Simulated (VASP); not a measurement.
# Al3BiO3 (Cm) in VASP: a series of runs, part 2 of 2

VASP 6.6.1.

### 3 Single point, PBE

This run uses another cell than the first one, of 15.29 Å³/atom, 0.995 times its volume.

INCAR reads:

```
ALGO = Normal
EDIFF = 1E-6
ENCUT = 520
GGA = PE
ISIF = 2
ISMEAR = 0
LASPH = True
LCHARG = False
LREAL = False
LWAVE = False
NBANDS = 30
NELM = 60
PREC = Accurate
SIGMA = 0.1
```

KPOINTS reads:

```
k-points
0
Gamma
  4 4 4
```

POSCAR reads:

```
Al3BiO3
1.0
    3.0828087297     -3.6792141975      0.0256472442
    3.0828087297      3.6792141975      0.0256472442
   -1.9640834936      0.0000000000      4.7029898853
Al Bi O
3 1 3
Direct
    0.6160395582      0.6160395582      0.1023749546
    0.7581272455      0.3055903967      0.5483526232
    0.3055903967      0.7581272455      0.5483526232
    0.1316153876      0.1316153876      0.9490659555
    0.5367325383      0.9191420944      0.3525064670
    0.9191420944      0.5367325383      0.3525064670
    0.5586128292      0.5586128292      0.7189489798
```

Potentials or basis: VASP PAW PBE potentials, release 64 (Al, Bi_d, O).

Command:

```bash
$ cat potpaw_PBE.64/Al/POTCAR potpaw_PBE.64/Bi_d/POTCAR potpaw_PBE.64/O/POTCAR > POTCAR
$ mpirun -np 1 vasp_std > vasp.out
```

It took 55 s on 1 thread of Intel Xeon Platinum 8488C (Sapphire Rapids), shared host; peak memory 0.25 GiB.

It converged, with:

```yaml
Free_energy: -42.9839 eV
Pressure: -0.1 GPa
Largest_force: 0.016 eV/Å
Band_gap_on_the_k_mesh: 0.82 eV, indirect (least direct gap 0.93 eV)
```

Forces in eV/Å, atoms in the order of the input:
```
Al  -0.016  0.000 -0.003
Al  -0.003 -0.007  0.006
Al  -0.003  0.007  0.006
Bi   0.009  0.000 -0.006
O    0.008  0.002 -0.003
O    0.008 -0.002 -0.003
O   -0.002  0.000  0.004
```

Stress tensor (GPa, compression positive):
```
-0.04  0.00 -0.01
 0.00 -0.03  0.00
-0.01  0.00 -0.11
```

Levels at points of the mesh, in eV from the valence-band top:
```tsv
k point	band 19	band 20	band 21	band 22	band 23	band 24
(0.00, 0.00, 0.00)	-0.80	-0.22	-0.11	0.82	2.89	3.03
(0.50, 0.00, 0.00)	-2.41	-0.81	-0.13	2.89	3.30	4.08
(0.50, 0.50, 0.00)	-1.81	-0.69	-0.59	2.55	3.46	4.37
(0.00, 0.00, 0.50)	-2.30	-0.51	-0.38	2.42	2.51	3.90
(0.50, 0.00, 0.50)	-1.67	-0.67	-0.58	2.92	3.42	3.93
(0.50, 0.50, 0.50)	-1.24	-0.83	-0.30	2.23	2.25	4.51
```

Caveat: spin-orbit coupling is left out, which moves the levels of the heavy elements.

### 4 Relaxation of cell and atoms, PBE

This run uses another cell than the first one, of 14.53 Å³/atom, 0.945 times its volume.

INCAR reads:

```
SYSTEM = Al3BiO3
ALGO = Normal
EDIFF = 1E-6
EDIFFG = -0.08
ENCUT = 600
GGA = PE
IBRION = 2
ISIF = 3
ISMEAR = 0
LASPH = .TRUE.
LCHARG = .FALSE.
LREAL = .FALSE.
LWAVE = .FALSE.
NELM = 100
NSW = 36
PREC = Accurate
SIGMA = 0.15
```

KPOINTS reads:

```
k-points
0
G
  3 3 3
  0 0 0
```

POSCAR reads:

```
Al3BiO3
1.0
    3.3958374800     -3.2851325000      0.0000000000
    3.3958374800      3.2851325000      0.0000000000
   -3.2174419300      0.0000000000      4.5587443000
Al Bi O
3 1 3
Direct
    0.6426581100      0.6426581100      0.1180844700
    0.7560140500      0.3148604000      0.5198258800
    0.3148604000      0.7560140500      0.5198258800
    0.0605088600      0.0605088600      0.0024146300
    0.4110352700      0.9420613600      0.2998833700
    0.9420613600      0.4110352700      0.2998833700
    0.6987220000      0.6987220000      0.8121904700
```

Potentials or basis: VASP PAW PBE potentials, release 64 (Al, Bi_d, O).

Command:

```bash
$ cat potpaw_PBE.64/Al/POTCAR potpaw_PBE.64/Bi_d/POTCAR potpaw_PBE.64/O/POTCAR > POTCAR
$ mpirun -np 1 vasp_std > vasp.out
```

OUTCAR:

```text
SYSTEM = Al3BiO3
   EDIFF = 1E-6
   EDIFFG = -0.08
   ENCUT = 600
   GGA = PE
   IBRION = 2
   ISIF = 3
   ISMEAR = 0
   LASPH = .TRUE.
   LREAL = .FALSE.
   NELM = 100
   NSW = 36
   PREC = Accurate

 ion  position               nearest neighbor table
   1  0.643  0.643  0.118-   7 1.95   6 1.96   5 1.96   2 2.94   3 2.94   3 3.09   2 3.09   4 3.25
                             2 3.31   3 3.31   4 3.33   4 3.33   4 3.62
   2  0.756  0.315  0.520-   6 1.97   7 1.98   5 2.00   3 2.90   1 2.94   1 3.09   4 3.18   4 3.18
                             1 3.31   4 3.32   4 3.51
   3  0.315  0.756  0.520-   5 1.97   7 1.98   6 2.00   2 2.90   1 2.94   1 3.09   4 3.18   4 3.18
                             1 3.31   4 3.32   4 3.51
   4  0.061  0.061  0.002-   7 2.04   6 2.06   5 2.06   3 3.18   2 3.18   3 3.18   2 3.18   1 3.25
                             2 3.32   3 3.32   1 3.33   1 3.33   2 3.51   3 3.51   1 3.62
   5  0.411  0.942  0.300-   1 1.96   3 1.97   2 2.00   4 2.06
   6  0.942  0.411  0.300-   1 1.96   2 1.97   3 2.00   4 2.06
   7  0.699  0.699  0.812-   1 1.95   2 1.98   3 1.98   4 2.04

[... 317 lines left out ...]
 k-point     1 :       0.0000    0.0000    0.0000
  band No.  band energies     occupation
      1     -15.1293      2.00000
      2     -15.1018      2.00000
      3     -15.0833      2.00000
      4     -15.0618      2.00000
      5     -15.0480      2.00000
      6     -14.1452      2.00000
[... 350 lines left out ...]
--------------------------------------- Ionic step       18  -------------------------------------------

 number of electron      41.9999995 magnetization

 Free energy of the ion-electron system (eV)
  ---------------------------------------------------
  ext. energy  EPLUGINS =         0.00000000
  ---------------------------------------------------
  free energy    TOTEN  =       -42.95594763 eV

  energy without entropy =      -42.95594685  energy(sigma->0) =      -42.95594724

 E-fermi :   6.6677     XC(G=0): -10.0152

 val. band max:        6.1850382061   @ k =   0.3333   0.0000  -0.0000
 cond. band min:       7.1183460353   @ k =   0.0000   0.0000   0.0000
 fundamental gap:      0.9333078292
 Fermi energy:         6.6677001936

 k-point     1 :       0.0000    0.0000    0.0000
  band No.  band energies     occupation
      1     -15.0669      2.00000
      2     -15.0391      2.00000
      3     -15.0210      2.00000
      4     -14.9977      2.00000
      5     -14.9842      2.00000
      6     -14.1338      2.00000
[... 303 lines left out ...]
  FREE ENERGIE OF THE ION-ELECTRON SYSTEM (eV)
  ---------------------------------------------------
  free  energy   TOTEN  =       -42.9559476250 eV

  energy  without entropy=      -42.9559468464  energy(sigma->0) =      -42.95594724

 reached required accuracy - stopping structural energy minimisation
```

CONTCAR:

```text
Al3BiO3
   1.00000000000000
     3.0912501047986343   -3.6842761497263807    0.3504996142640026
     3.0912501047986343    3.6842761497263807    0.3504996142640026
    -2.4967022018137119    0.0000000000000000    4.4261745141968909
  Al              Bi              O
     3     1     3
Direct
     0.6099691650925821    0.6099691650925821    0.1023069064615127
     0.7598754001582466    0.3068090561384213    0.5475706617194072
     0.3068090561384213    0.7598754001582466    0.5475706617194072
     0.1324522970585201    0.1324522970585201    0.9491597062593743
     0.5374212954773261    0.9192097560754360    0.3526137995319290
     0.9192097560754360    0.5374212954773261    0.3526137995319290
     0.5601230799994561    0.5601230799994561    0.7202725347764397

  0.00000000E+00  0.00000000E+00  0.00000000E+00
  0.00000000E+00  0.00000000E+00  0.00000000E+00
  0.00000000E+00  0.00000000E+00  0.00000000E+00
  0.00000000E+00  0.00000000E+00  0.00000000E+00
  0.00000000E+00  0.00000000E+00  0.00000000E+00
  0.00000000E+00  0.00000000E+00  0.00000000E+00
  0.00000000E+00  0.00000000E+00  0.00000000E+00
```

It took 7.1 min on 1 thread of Intel Xeon Platinum 8488C (Sapphire Rapids), shared host; peak memory 0.29 GiB.

What came out:

| Item | Value |
| --- | --- |
| Free energy | -42.9559 eV |
| Relaxed volume | 15.32 Å³/atom |
| Relaxed cell | a = 4.822 Å, b = 4.822 Å, c = 5.082 Å, α = 104.57°, β = 104.57°, γ = 99.64° |
| Space group after relaxing (to 0.05 Å) | Cm (No. 8) |
| Energy gained by relaxing | 1130.3 meV/atom |
| Ionic steps | 18 |
| Pressure after relaxing | 0.0 GPa |
| Largest force after relaxing | 0.045 eV/Å |
| Band gap on the k mesh | 0.93 eV, indirect (least direct gap 1.02 eV) |

Forces in eV/Å, atoms in the order of the input:
```
Al   0.041  0.000  0.019
Al  -0.004  0.022 -0.007
Al  -0.004 -0.022 -0.007
Bi   0.005  0.000 -0.032
O   -0.023  0.010  0.008
O   -0.023 -0.010  0.008
O    0.009  0.000  0.011
```

The path:
| step | energy change (eV) | largest force (eV/Å) | pressure (GPa) | volume (Å³) |
| --- | --- | --- | --- | --- |
| 1 | 0.0000 | 7.6781 | 16.90 | 101.71 |
| 2 | -3.7711 | 2.8555 | -11.71 | 125.84 |
| 3 | -3.8084 | 2.7308 | -12.51 | 127.60 |
| 4 | -6.4636 | 2.0538 | -1.83 | 111.85 |
| 5 | -6.6534 | 2.5561 | 4.54 | 107.03 |
| 6 | -7.3946 | 2.2067 | 6.64 | 104.86 |
| 7 | -7.4527 | 2.0345 | 5.38 | 105.35 |
| 8 | -7.6945 | 0.9721 | -2.98 | 112.92 |
| 9 | -7.7416 | 0.8122 | -1.02 | 110.62 |
| 10 | -7.8124 | 0.5354 | -0.38 | 109.82 |
| 11 | -7.8242 | 0.4173 | 0.13 | 109.31 |
| 12 | -7.8587 | 0.2473 | -0.25 | 109.14 |
| 13 | -7.8702 | 0.2043 | -0.59 | 108.96 |
| 14 | -7.8974 | 0.1157 | 0.22 | 107.63 |
| 15 | -7.9034 | 0.1397 | 0.84 | 106.68 |
| 16 | -7.9085 | 0.1503 | -0.61 | 107.80 |
| 17 | -7.9103 | 0.1092 | -0.14 | 107.43 |
| 18 | -7.9121 | 0.0450 | 0.00 | 107.27 |

Final structure:
```
Al Bi O
1.0
     3.09125   -3.68428    0.35050
     3.09125    3.68428    0.35050
    -2.49670    0.00000    4.42617
Al Bi O
3 1 3
Direct
  0.60997 0.60997 0.10231
  0.75988 0.30681 0.54757
  0.30681 0.75988 0.54757
  0.13245 0.13245 0.94916
  0.53742 0.91921 0.35261
  0.91921 0.53742 0.35261
  0.56012 0.56012 0.72027
```

Caveat: the k points lie up to 0.46 Å⁻¹ apart in the final cell; spin-orbit coupling is left out, which moves the levels of the heavy elements; the relaxation stopped at a loose force limit of 0.08 eV/Å, so its end isn't a converged minimum. A k mesh can miss the band edges.

### 5 The runs side by side

```tsv
task	cell	k mesh	cutoff (eV)	smearing	gap on the mesh (eV)	pressure (GPa)	largest force (eV/Å)
single point	a = 4.820, b = 4.820, c = 5.112 Å, angles 104.9, 104.9, 99.3°, 7 atoms	3 × 3 × 3	520	gaussian 0.15 eV	0.94	-0.1	0.10
single point	a = 4.800, b = 4.800, c = 5.097 Å, angles 104.0, 104.0, 100.1°, 7 atoms	4 × 4 × 4	520	gaussian 0.1 eV	0.82	-0.1	0.02
relaxation of cell and atoms	relaxed from a = 4.725, b = 4.725, c = 5.580 Å, angles 114.5, 114.5, 88.1°, 7 atoms	3 × 3 × 3	600	gaussian 0.15 eV	0.93	0.0	0.04
```

Alike in all rows: level PBE; potentials or basis VASP PAW PBE potentials, release 64 (Al, Bi_d, O); no spin polarisation.

Caveats: some runs use coarse meshes; spin-orbit coupling is left out, which moves the levels of the heavy elements; the relaxation stopped at a loose force limit of 0.08 eV/Å, so its end isn't a converged minimum (some runs).

Absolute energies hang on the potentials; compare differences alone.
